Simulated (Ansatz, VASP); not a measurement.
One calculation of CuGe4, two programs

File INCAR:

```
SYSTEM = CuGe4
  ALGO = Normal
  DIPOL = 0.5 0.5 0.335
  EDIFF = 1E-6
  ENCUT = 520
  GGA = PE
  IDIPOL = 3
  ISIF = 2
  ISMEAR = 0
  IVDW = 12
  LASPH = .TRUE.
  LCHARG = .TRUE.
  LDIPOL = .TRUE.
  LELF = .TRUE.
  LREAL = .FALSE.
  LVACPOTAV = .TRUE.
  LVHAR = .TRUE.
  LWAVE = .FALSE.
  NBANDS = 42
  NELM = 80
  PREC = Accurate
  SIGMA = 0.1
```

Contents of KPOINTS:

```
k-points
0
G
  9 9 1
  0 0 0
```

POSCAR

```
CuGe4
1.0
    4.0303587933      0.0000000000      0.0000000000
   -2.0151793967      3.4903931014      0.0000000000
    0.0000000000      0.0000000000     21.4984134729
Ge Cu
4 1
Direct
    0.3333333333      0.6666666667      0.1860602414
    0.0000000000      0.0000000000      0.2243278812
    0.0000000000      0.0000000000      0.3459155542
    0.6666666667      0.3333333333      0.3813496974
    0.6666666667      1.0000000000      0.5348493966
```

Input for Ansatz:

```yaml
crystal:
  lattice:
    - [4.0303587933, 0.0, 0.0]
    - [-2.0151793967, 3.4903931014, 0.0]
    - [0.0, 0.0, 21.4984134729]
  atoms:
    - { symbol: Ge, position: [0.3333333333, 0.6666666667, 0.1860602414] }
    - { symbol: Ge, position: [0.0, 0.0, 0.2243278812] }
    - { symbol: Ge, position: [0.0, 0.0, 0.3459155542] }
    - { symbol: Ge, position: [0.6666666667, 0.3333333333, 0.3813496974] }
    - { symbol: Cu, position: [0.6666666667, 1.0, 0.5348493966] }
basis:
  ecutwfc: 420
kpoints:
  mp_grid: { grid: [9, 9, 1] }
hamiltonian:
  xc: pbe
  pseudopotentials: { kind: paw, azcp: { folder: soft_1 } }
  dispersion: d3bj
scf:
  occupations: { method: gaussian, width: 0.1 }
output:
  forces: true
  eigenvalues: true
efield:
  axis: 3
  dipole_correction: true
  ramp_width: 0.04
```

Alike in both runs: task single point; functional PBE; dispersion D3(BJ); k mesh 9 × 9 × 1; occupations gaussian, width 0.1 eV; no spin polarisation.

|  | VASP | Ansatz |
| --- | --- | --- |
| version | VASP 6.6.1 | Ansatz 0.2.0 |
| potentials or method | VASP PAW PBE potentials, release 64 (Ge_d, Cu), cutoff 520 eV | scalar-relativistic, plane waves, PAW |
| valence electrons in the cell | 67 | 75 |

VASP gave:

```
gap on the k mesh at the Fermi level (eV)  : none
rms of the force components (eV/Å)         : 0.220
work function, face that differs most (eV) : 4.65
```

What did Ansatz give for the same quantities?

gap on the k mesh at the Fermi level (eV): none; rms of the force components (eV/Å): 0.220; work function, face that differs most (eV): 4.66.

Atom by atom the forces differ by 0.001 eV/Å (rms over components). A gap of «none» marks a metal or a gap that the smearing closes. VASP's potentials hold 67 valence electrons a cell and Ansatz's 75, so a difference there can come from the potentials and not from the codes.
